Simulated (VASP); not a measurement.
# K4BiP2 (R-3m) in VASP: notebook, part 2 of 2

VASP 6.6.1. The steps go on from the part before.

### 3 Single point, r2SCAN

This run uses another cell than the first one, of 38.10 Å³/atom.

Contents of POSCAR:

```
K4BiP2
1.0
    5.6143654792      0.0000000000      0.0000000000
   -2.8071827396      4.8621831311     -0.0000010345
    0.0000000000     -3.2414533423      9.7689872659
P K Bi
2 4 1
Direct
    0.0933695472      0.1867390944      0.2801086416
    0.9066304528      0.8132609056      0.7198913584
    0.3925676464      0.7851352928      0.1777029393
    0.6074323536      0.2148647072      0.8222970607
    0.2073670784      0.4147341569      0.6221012353
    0.7926329216      0.5852658431      0.3778987647
    0.0000000000      0.0000000000      0.0000000000
```

Contents of INCAR.step1:

```
SYSTEM = K4BiP2
PREC = Accurate ; ENCUT = 550
ISMEAR = -1 ; SIGMA = 0.1
LREAL = .False. ; LASPH = .True.
NELM = 120 ; NBANDS = 40
GGA = PE ; ALGO = Normal
EDIFF = 1E-5 ; LWAVE = .True.
LCHARG = .False. ; GGA_COMPAT = .False.
```

Contents of INCAR.step2:

```
SYSTEM = K4BiP2
PREC = Accurate ; ENCUT = 550
EDIFF = 1E-6 ; ISMEAR = -1
SIGMA = 0.1 ; LREAL = .False.
LASPH = .True. ; NELM = 120
ALGO = Normal ; ISIF = 2
LWAVE = .False. ; LCHARG = .True.
METAGGA = R2SCAN ; LMIXTAU = .True.
LELF = .True. ; LVHAR = .True.
NBANDS = 40 ; ISTART = 1
GGA_COMPAT = .False.
```

Contents of KPOINTS:

```
Automatic mesh
0
Gamma
  6 6 6
  0 0 0
```

Potentials or basis: VASP PAW PBE potentials, release 64 (P, K_sv, Bi_d).

Launch:

```console
$ cat potpaw_PBE.64/P/POTCAR potpaw_PBE.64/K_sv/POTCAR potpaw_PBE.64/Bi_d/POTCAR > POTCAR
$ cp INCAR.step1 INCAR
$ mpirun -np 1 vasp_std > vasp.out
$ cp INCAR.step2 INCAR
$ mpirun -np 1 vasp_std > vasp.out
```

OUTCAR:

```text
SYSTEM = K4BiP2
   PREC = Accurate
   ENCUT = 550
   EDIFF = 1E-6
   ISMEAR = -1
   LREAL = .False.
   LASPH = .True.
   NELM = 120
   ISIF = 2
   METAGGA = R2SCAN
   ISTART = 1

 ion  position               nearest neighbor table
   1  0.093  0.187  0.280-   7 2.74   5 3.34   6 3.38   6 3.38   6 3.38
   2  0.907  0.813  0.720-   7 2.74   6 3.34   5 3.38   5 3.38   5 3.38
   3  0.393  0.785  0.178-   7 3.68   7 3.68   7 3.68   6 3.79   6 3.79   6 3.79
   4  0.607  0.215  0.822-   7 3.68   7 3.68   7 3.68   5 3.79   5 3.79   5 3.79
   5  0.207  0.415  0.622-   1 3.34   2 3.38   2 3.38   2 3.38   4 3.79   4 3.79   4 3.79
   6  0.793  0.585  0.378-   2 3.34   1 3.38   1 3.38   1 3.38   3 3.79   3 3.79   3 3.79
   7  0.000  0.000  0.000-   1 2.74   2 2.74   3 3.68   4 3.68   4 3.68   3 3.68   3 3.68   4 3.68

  LATTYP: Found a trigonal (rhomboedric) cell.
 ALAT       =    10.2927222819
 COS(alpha) =     0.8512315440

  Lattice vectors:

 A1 = (  -0.0000000000,  -3.2414533423,   9.7689872659)
 A2 = (   2.8071827396,   1.6207297888,   9.7689862314)
 A3 = (  -2.8071827396,   1.6207297888,   9.7689862314)

Analysis of symmetry for initial positions (statically):
[... 184 lines left out ...]

 val. band max:        1.3538227218   @ k =   0.0000   0.3333   0.1667
 cond. band min:       1.3606081654   @ k =   0.1667   0.1667   0.0000
 fundamental gap:      0.0067854436
 Fermi energy:         1.3566548564

 k-point     1 :       0.0000    0.0000    0.0000
  band No.  band energies     occupation
      1     -30.8304      2.00000
      2     -30.8257      2.00000
      3     -30.7956      2.00000
      4     -30.7837      2.00000
      5     -21.7149      2.00000
      6     -21.6950      2.00000
[... 1021 lines left out ...]
     39       6.3039      0.00000
     40       6.5666      0.00000

 [... further k-points ...]
[... 5 lines left out ...]
  --------------------------------------------------------------------------------------
  -------------------------------------------------------------------------------------
  Total       -0.0393273     -0.0393273     -0.0210804      0.0000000      0.0000000      0.0000000
  in kB       -0.2362781     -0.2362781     -0.1266506      0.0000000      0.0000000      0.0000000
  external PRESSURE =      -0.1997356 kB  Pullay stress =       0.0000000 kB

 VOLUME and BASIS-vectors are now :
 -----------------------------------------------------------------------------
  energy-cutoff  :      550.00
  volume of cell :      266.67
      direct lattice vectors                 reciprocal lattice vectors
     5.614365479  0.000000000  0.000000000     0.178114518  0.102834472  0.034121566
    -2.807182740  4.862183131 -0.000001035     0.000000000  0.205668944  0.068243132
     0.000000000 -3.241453342  9.768987266     0.000000000  0.000000022  0.102364763

 POSITION                                       TOTAL-FORCE (eV/Angst)
 -----------------------------------------------------------------------------------
      0.00000      0.00000      2.73638        -0.000000      0.000000      0.009843
      2.80718      1.62073      7.03261         0.000000     -0.000000     -0.009843
      0.00000      3.24146      1.73598         0.000000     -0.000000     -0.002406
      2.80718     -1.62073      8.03301         0.000000      0.000000      0.002406
     -0.00000      0.00000      6.07730         0.000000     -0.000000     -0.005678
      2.80718      1.62073      3.69169         0.000000      0.000000      0.005678
      0.00000      0.00000      0.00000         0.000000      0.000000      0.000000
 -----------------------------------------------------------------------------------
    total drift:                               -0.000000     -0.000000      0.000000

  FREE ENERGIE OF THE ION-ELECTRON SYSTEM (eV)
  ---------------------------------------------------
  free  energy   TOTEN  =      -102.2114865947 eV

  energy  without entropy=     -101.9525901707  energy(sigma->0) =     -102.08203838
```

Run time: 15 min. Hardware: 1 thread of Intel Xeon 6975P-C (Granite Rapids), shared host; peak memory 0.68 GiB.

Results:

| Property | Result |
| --- | --- |
| Free energy | -102.2115 eV |
| Pressure | 0.0 GPa |
| Largest force | 0.010 eV/Å |
| Band gap on the k mesh | zero (an odd number of electrons rules out a gap without spin polarisation) |

Forces in eV/Å, atoms in the order of the input:
```
P    0.000  0.000  0.010
P    0.000  0.000 -0.010
K    0.000  0.000 -0.002
K    0.000  0.000  0.002
K    0.000  0.000 -0.006
K    0.000  0.000  0.006
Bi   0.000  0.000  0.000
```

Caveat: the PAW data sets were made with another functional, which shifts forces and pressure a little; spin-orbit coupling is left out, which moves the levels of the heavy elements.
